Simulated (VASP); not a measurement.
A run of VASP 6.6.1 is set up as follows.

Contents of INCAR:

```
SYSTEM = Fe
PREC = Accurate
ENCUT = 520
EDIFF = 1E-6
ISMEAR = -1
SIGMA = 0.1
LREAL = .FALSE.
LASPH = .TRUE.
NELM = 80
ALGO = Normal
ISIF = 2
LWAVE = .FALSE.
LCHARG = .FALSE.
NBANDS = 15
```

The input KPOINTS:

```
regular mesh
0
G
  14 14 8
  0 0 0
```

Contents of POSCAR:

```
Fe
1.0
    2.4081101376      0.0000000000      0.0000000000
   -1.2040550688      2.0854845543      0.0000000000
    0.0000000000      0.0000000000      3.8057326330
Fe
2
Direct
    0.3333333333      0.6666666667      0.2500000000
    0.6666666667      0.3333333333      0.7500000000
```

Potentials or basis: VASP PAW LDA potentials, release 64 (Fe).

Command:

```sh
$ cat potpaw_LDA.64/Fe/POTCAR > POTCAR
$ mpirun -np 1 vasp_std > vasp.out
```

**Question.** What does it give for the band gap on the k mesh?

**Answer.** Zero (bands 8 and 9 overlap by 2.04 eV).

**Question.** What does it give for the pressure?

**Answer.** -0.3 GPa.

Stress tensor (GPa, compression positive):
```
-0.20  0.00  0.00
 0.00 -0.20  0.00
 0.00  0.00 -0.46
```

Caveat: the run has no spin polarisation, though such a crystal can be magnetic. Spin polarisation is off, so any magnetic state and its effect on volume and gap are missing.
